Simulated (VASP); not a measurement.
# Ir (I4/mmm) in VASP: single point with PBEsol

Aim: the single point of Ir with PBEsol.

Everything below comes from runs of VASP 6.6.1. Logs are shortened: lines on timing, memory, paths and dates and some standing lists are left out, and cuts for length are marked.

## (1) The cell of the first run

The structure is tetragonal, space group I4/mmm (No. 139). The conventional cell has a = 2.814 Å, b = 2.814 Å, c = 4.037 Å, α = 90.00°, β = 90.00°, γ = 90.00°. Within 3.7 Å of Ir (site symmetry 4/mmm) lie 12 Ir at 2.81 to 2.83 Å.

## (2) Single point, PBEsol

INCAR reads:

```
SYSTEM = Ir
PREC = Accurate
ENCUT = 500
EDIFF = 1E-6
ISMEAR = 0
SIGMA = 0.1
LREAL = .FALSE.
LASPH = .TRUE.
NELM = 120
ALGO = Normal
ISIF = 2
LWAVE = .FALSE.
LCHARG = .FALSE.
GGA = PS
NBANDS = 10
GGA_COMPAT = .FALSE.
```

KPOINTS reads:

```
Automatic mesh
0
G
  24 24 24
  0 0 0
```

POSCAR reads:

```
Ir
1.0
    0.0000000000      1.9895194890      2.0183149890
    1.9895194890      0.0000000000      2.0183149890
    1.9895194890      1.9895194890      0.0000000000
Ir
1
Direct
    0.0000000000      0.0000000000      0.0000000000
```

Potentials or basis: VASP PAW PBE potentials, release 64 (Ir).

Launch:

```bash
$ cat potpaw_PBE.64/Ir/POTCAR > POTCAR
$ mpirun -np 1 vasp_std > vasp.out
```

OUTCAR:

```text
SYSTEM = Ir
   PREC = Accurate
   ENCUT = 500
   EDIFF = 1E-6
   ISMEAR = 0
   LREAL = .FALSE.
   LASPH = .TRUE.
   NELM = 120
   ISIF = 2
   GGA = PS

 ion  position               nearest neighbor table
   1  0.000  0.000  0.000-

  LATTYP: Found a body centered tetragonal cell.
 ALAT       =     2.8136054439
 C/A-ratio  =     1.4346823172

  Lattice vectors:

 A1 = (  -1.9895194890,   0.0000000000,   2.0183149890)
 A2 = (   1.9895194890,   0.0000000000,   2.0183149890)
 A3 = (   0.0000000000,   1.9895194890,  -2.0183149890)

Analysis of symmetry for initial positions (statically):
=====================================================================
 Subroutine PRICEL returns:
 Original cell was already a primitive cell.

 Routine SETGRP: Setting up the symmetry group for a
 body centered tetragonal supercell.

 Subroutine GETGRP returns: Found 16 space group operations
 (whereof 16 operations were pure point group operations)
 out of a pool of 16 trial point group operations.

The static configuration has the point symmetry D_4h.

Analysis of symmetry for dynamics (positions and initial velocities):
=====================================================================
 Subroutine PRICEL returns:
 Original cell was already a primitive cell.

 Routine SETGRP: Setting up the symmetry group for a
 body centered tetragonal supercell.

 Subroutine GETGRP returns: Found 16 space group operations
 (whereof 16 operations were pure point group operations)
 out of a pool of 16 trial point group operations.

The dynamic configuration has the point symmetry D_4h.

 Subroutine INISYM returns: Found 16 space group operations
 (whereof 16 operations are pure point group operations),
 and found     1 'primitive' translations

----------------------------------------------------------------------------------------

                                     Primitive cell

  volume of cell :      15.9777

  direct lattice vectors                    reciprocal lattice vectors
     0.000000000  1.989519489  2.018314989    -0.251316965  0.251316965  0.247731401
     1.989519489  0.000000000  2.018314989     0.251316965 -0.251316965  0.247731401
     1.989519489  1.989519489  0.000000000     0.251316965  0.251316965 -0.247731401

  length of vectors
     2.834040083  2.834040083  2.813605444     0.433233518  0.433233518  0.433233518

  position of ions in fractional coordinates (direct lattice)
     0.000000000  0.000000000  0.000000000

  ion indices of the primitive-cell ions
   primitive index   ion index
                 1           1

----------------------------------------------------------------------------------------

 KPOINTS: Automatic mesh

Automatic generation of k-mesh.
 Grid dimensions read from file:
 generate k-points for:   24   24   24

 Generating k-lattice:

  Cartesian coordinates                     Fractional coordinates (reciprocal lattice)
    -0.010471540  0.010471540  0.010322142     0.041666667  0.000000000  0.000000000
     0.010471540 -0.010471540  0.010322142     0.000000000  0.041666667  0.000000000
     0.010471540  0.010471540 -0.010322142     0.000000000  0.000000000  0.041666667

  Length of vectors
     0.018051397  0.018051397  0.018051397

  Shift w.r.t. Gamma in fractional coordinates (k-lattice)
     0.000000000  0.000000000  0.000000000

 Subroutine IBZKPT returns following result:
 ===========================================

 Found   1063 irreducible k-points:

 Following reciprocal coordinates:
            Coordinates               Weight
  0.000000  0.000000  0.000000      1.000000
  0.041667  0.000000  0.000000      8.000000
  0.083333  0.000000  0.000000      8.000000
  0.125000  0.000000  0.000000      8.000000
  0.166667  0.000000  0.000000      8.000000
  0.208333  0.000000  0.000000      8.000000
[... 16 lines left out ...]
  0.416667  0.041667  0.000000      8.000000
  0.458333  0.041667  0.000000      8.000000
 [... further k-points ...]
   k-points           NKPTS =   1063   k-points in BZ     NKDIM =   1063   number of bands    NBANDS=     10
   number of dos      NEDOS =    301   number of ions     NIONS =      1
   total plane-waves  NPLWV =  13824
   dimension x,y,z NGX =    24 NGY =   24 NGZ =   24
   dimension x,y,z NGXF=    48 NGYF=   48 NGZF=   48
   ions per type =               1
   NGX,Y,Z   is equivalent  to a cutoff of  14.08, 14.08, 14.18 a.u.
   NGXF,Y,Z  is equivalent  to a cutoff of  28.16, 28.16, 28.36 a.u.
 SYSTEM =  Ir
   PREC   = accura    normal or accurate (medium, high low for compatibility)
   ISTART =      0    job   : 0-new  1-cont  2-samecut
   ICHARG =      2    charge: 1-file 2-atom 10-const
   ISPIN  =      1    spin polarized calculation?
   LNONCOLLINEAR =      F non collinear calculations
   LSORBIT =      F    spin-orbit coupling
   LASPH  =      T    aspherical Exc in radial PAW
   ENCUT  =  500.0 eV  36.75 Ry    6.06 a.u.   5.17  5.17  5.13*2*pi/ulx,y,z
   NELM   =    120;   NELMIN=  2; NELMDL= -5     # of ELM steps
   EDIFF  = 0.1E-05   stopping-criterion for ELM
   LREAL  =      F    real-space projection
   EDIFFG = 0.1E-04   stopping-criterion for IOM
   NSW    =      0    number of steps for IOM
   IBRION =     -1    ionic relax: 0-MD 1-quasi-New 2-CG
   NFREE  =      0    steps in history (QN), initial steepest desc. (CG)
   ISIF   =      2    stress and relaxation
   ISYM   =      2    0-nonsym 1-usesym 2-fastsym
   POTIM  = 0.5000    time-step for ionic-motion
   TEBEG  =    0.0;   TEEND  =   0.0 temperature during run
   PSTRESS=    0.0 pullay stress
   NELECT =       9.0000    total number of electrons
   NUPDOWN=      -1.0000    fix difference up-down
   EMIN   =  10.00;   EMAX   =-10.00  energy-range for DOS
   EFERMI =   0.00;   METHOD = LEGACY
   ISMEAR =     0;   SIGMA  =   0.10  broadening in eV -4-tet -1-fermi 0-gaus
   EFERMI_NEDOS =   21; number of points for ismear=-14 and -15
   IALGO  =     38    algorithm
   IMIX   =      4    mixing-type and parameters
     AMIX     =   0.40;   BMIX     =  1.00
     AMIX_MAG =   1.60;   BMIX_MAG =  1.00
  volume/ion in A,a.u.               =      15.98       107.82
  Fermi-wavevector in a.u.,A,eV,Ry     =   1.352022  2.554952 24.870968  1.827965
  Thomas-Fermi vector in A             =   2.479396
   LORBIT       =      0    0 simple, 1 ext, 2 COOP (PROOUT), +10 PAW based schemes
   GGA     = PS    functional components
   LHFCALC =     F    Hartree Fock is set to
   AEXX    =    0.0000 exact exchange contribution
   IVDW    =     0    specifies the selected vdW correction
   LEPSILON=     F    determine dielectric tensor
   LRPA    =     F    only Hartree local field effects (RPA)
 non-spin polarized calculation
 Gauss-broadening in eV      SIGMA  =   0.10
  energy-cutoff  :      500.00
  volume of cell :       15.98
 maximum number of plane-waves:       417
 NGX is ok and might be reduce to    24
   NGX = 11   NGY = 11   NGZ = 11

 number of electron       9.0000000 magnetization

 Free energy of the ion-electron system (eV)
  ---------------------------------------------------
  ext. energy  EPLUGINS =         0.00000000
  ---------------------------------------------------
  free energy    TOTEN  =        -9.58158726 eV

  energy without entropy =       -9.57589894  energy(sigma->0) =       -9.57874310

 E-fermi :   8.2473     XC(G=0): -13.3958

 val. band max:        8.2467328525   @ k =   0.3333   0.0833   0.0000
 cond. band min:       8.2488660635   @ k =  -0.3750   0.2083   0.0000
 fundamental gap:      0.0021332110
 Fermi energy:         8.2473017668

 k-point     1 :       0.0000    0.0000    0.0000
  band No.  band energies     occupation
      1      -1.6687      2.00000
      2       4.9095      2.00000
      3       5.0711      2.00000
      4       5.0711      2.00000
      5       7.1445      2.00000
      6       7.3550      2.00000
      7      22.7467      0.00000
      8      27.3623      0.00000
      9      27.7300      0.00000
     10      27.7300      0.00000

 k-point     2 :       0.0417    0.0000    0.0000
  band No.  band energies     occupation
      1      -1.6002      2.00000
      2       4.9131      2.00000
      3       5.0621      2.00000
      4       5.0999      2.00000
      5       7.1288      2.00000
      6       7.3361      2.00000
      7      22.8577      0.00000
      8      27.1264      0.00000
      9      27.6386      0.00000
     10      27.8353      0.00000

 k-point     3 :       0.0833    0.0000    0.0000
  band No.  band energies     occupation
      1      -1.3981      2.00000
      2       4.8657      2.00000
      3       5.0953      2.00000
      4       5.1808      2.00000
      5       7.0897      2.00000
      6       7.2869      2.00000
      7      23.1739      0.00000
      8      26.2044      0.00000
      9      27.9008      0.00000
     10      28.1443      0.00000

 k-point     4 :       0.1250    0.0000    0.0000
  band No.  band energies     occupation
      1      -1.0729      2.00000
      2       4.7483      2.00000
      3       5.1917      2.00000
      4       5.2959      2.00000
      5       7.0527      2.00000
      6       7.2311      2.00000
      7      23.6405      0.00000
      8      25.0686      0.00000
      9      28.3844      0.00000
     10      28.6370      0.00000

 k-point     5 :       0.1667    0.0000    0.0000
  band No.  band energies     occupation
      1      -0.6452      2.00000
      2       4.6196      2.00000
      3       5.2916      2.00000
      4       5.4110      2.00000
      5       7.0611      2.00000
      6       7.2092      2.00000
      7      23.8651      0.00000
      8      24.1539      0.00000
      9      29.0221      0.00000
     10      29.2749      0.00000

 k-point     6 :       0.2083    0.0000    0.0000
  band No.  band energies     occupation
      1      -0.1511      2.00000
      2       4.5371      2.00000
      3       5.3428      2.00000
      4       5.4809      2.00000
      5       7.1645      2.00000
      6       7.2716      2.00000
      7      22.6314      0.00000
      8      24.4972      0.00000
      9      29.7396      0.00000
     10      29.9790      0.00000
[... 183 lines left out ...]
 k-point    21 :       0.3333    0.0417    0.0000
  band No.  band energies     occupation
      1       1.0514      2.00000
      2       4.9827      2.00000
      3       5.1328      2.00000
      4       5.3989      2.00000
      5       7.8236      2.00000
      6       8.1516      1.82391
      7      19.0245      0.00000
      8      23.7269      0.00000
      9      28.7272      0.00000
     10      29.7408      0.00000

 k-point    22 :       0.3750    0.0417    0.0000
  band No.  band energies     occupation
      1       1.2527      2.00000
      2       5.0065      2.00000
      3       5.2940      2.00000
      4       5.5963      2.00000
      5       8.2565      0.89662
      6       8.4552      0.00328
      7      17.5509      0.00000
      8      23.1849      0.00000
      9      28.0335      0.00000
     10      28.7433      0.00000

 k-point    23 :       0.4167    0.0417    0.0000
  band No.  band energies     occupation
      1       1.3420      2.00000
      2       4.9094      2.00000
      3       5.1977      2.00000
      4       6.3322      2.00000
      5       8.6860      0.00000
      6       8.7114      0.00000
      7      16.1559      0.00000
      8      22.7566      0.00000
      9      27.4405      0.00000
     10      27.8231      0.00000

 k-point    24 :       0.4583    0.0417    0.0000
  band No.  band energies     occupation
      1       1.3716      2.00000
      2       4.8452      2.00000
      3       5.1253      2.00000
      4       7.0139      2.00000
      5       8.8769      0.00000
      6       9.0770      0.00000
      7      15.0009      0.00000
      8      22.4742      0.00000
      9      27.0699      0.00000
     10      27.1152      0.00000

 [... further k-points ...]

------------------------ aborting loop because EDIFF is reached ----------------------------------------

  FORCE on cell =-STRESS in cart. coord.  units (eV):
  Direction    XX          YY          ZZ          XY          YZ          ZX
  --------------------------------------------------------------------------------------
  -------------------------------------------------------------------------------------
  Total       -3.4051187     -3.4051187     -3.7947029      0.0000000      0.0000000      0.0000000
  in kB     -341.4503038   -341.4503038   -380.5160906      0.0000000      0.0000000      0.0000000
  external PRESSURE =    -354.4722327 kB  Pullay stress =       0.0000000 kB

 VOLUME and BASIS-vectors are now :
 -----------------------------------------------------------------------------
  energy-cutoff  :      500.00
  volume of cell :       15.98
      direct lattice vectors                 reciprocal lattice vectors
     0.000000000  1.989519489  2.018314989    -0.251316965  0.251316965  0.247731401
     1.989519489  0.000000000  2.018314989     0.251316965 -0.251316965  0.247731401
     1.989519489  1.989519489  0.000000000     0.251316965  0.251316965 -0.247731401

 POSITION                                       TOTAL-FORCE (eV/Angst)
 -----------------------------------------------------------------------------------
      0.00000      0.00000      0.00000         0.000000      0.000000      0.000000
 -----------------------------------------------------------------------------------
    total drift:                               -0.000000      0.000000      0.000000

  FREE ENERGIE OF THE ION-ELECTRON SYSTEM (eV)
  ---------------------------------------------------
  free  energy   TOTEN  =        -9.5815872559 eV

  energy  without entropy=       -9.5758989417  energy(sigma->0) =       -9.57874310
```

Wall time 2.7 min (1 thread of Intel Xeon Platinum 8259CL at 2.50GHz (Skylake/Cascade Lake), shared host); peak memory 0.29 GiB.

Results:

| Property | Result |
| --- | --- |
| Free energy | -9.5816 eV |
| Pressure | -35.4 GPa |
| Band gap on the k mesh | zero (an odd number of electrons rules out a gap without spin polarisation) |

Caveat: the cell stands under tension; the PAW data sets were made with another functional, which shifts forces and pressure a little; spin-orbit coupling is left out, which moves the levels of the heavy elements.
